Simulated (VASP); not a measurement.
BeTe: single point with PBE

The system is BeTe.

```
CELL_PARAMETERS angstrom
0.00000 2.85310 2.68690
2.85310 0.00000 2.68690
2.85310 2.85310 0.00000
ATOMIC_POSITIONS crystal
Be 0.00000 0.00000 0.00000
Te 0.75000 0.75000 0.75000
```

This cell differs from its parent crystal: strain +0.030 along x and y, -0.030 along z.

```json
{
 "Program": "VASP 6.6.1",
 "Task": "single point",
 "Functional": "PBE",
 "Potentials or basis": "VASP PAW PBE potentials, release 64 (Be, Te)",
 "Cutoff": "520 eV",
 "k mesh": "8 × 8 × 8",
 "Occupations": "gaussian, width 0.05 eV",
 "Spin": "no spin polarisation",
 "Dipole correction": "no",
 "Further INCAR settings": "ALGO = Normal; EDIFF = 1e-07; NBANDS = 11"
}
```

- Pressure: 2.4 GPa
- Band gap on the k mesh: 1.47 eV, indirect (least direct gap 3.34 eV)

Stress tensor (GPa, compression positive):
```
1.33 0.00 0.00
0.00 1.33 0.00
0.00 0.00 4.61
```

Levels at points of the mesh, in eV from the valence-band top:
| k point | band 2 | band 3 | band 4 | band 5 | band 6 | band 7 |
| --- | --- | --- | --- | --- | --- | --- |
| (0.00, 0.00, 0.00) | -0.30 | -0.30 | 0.00 | 3.34 | 3.46 | 3.46 |
| (0.50, 0.00, 0.00) | -5.86 | -1.61 | -1.12 | 2.82 | 4.19 | 4.71 |
| (0.50, 0.50, 0.00) | -5.18 | -3.18 | -3.18 | 1.47 | 2.11 | 9.67 |
| (0.50, 0.00, 0.50) | -5.53 | -2.82 | -2.71 | 1.87 | 2.62 | 9.34 |

It took 42 s on 1 thread of AMD EPYC 7R43 64-Core Processor (Zen 3), on a shared host, peak memory 0.15 GiB.

Caveat: the cell differs from its parent crystal (strain +0.030 along x and y, -0.030 along z); spin-orbit coupling is left out, which moves the levels of the heavy elements. A k mesh can miss the band edges.
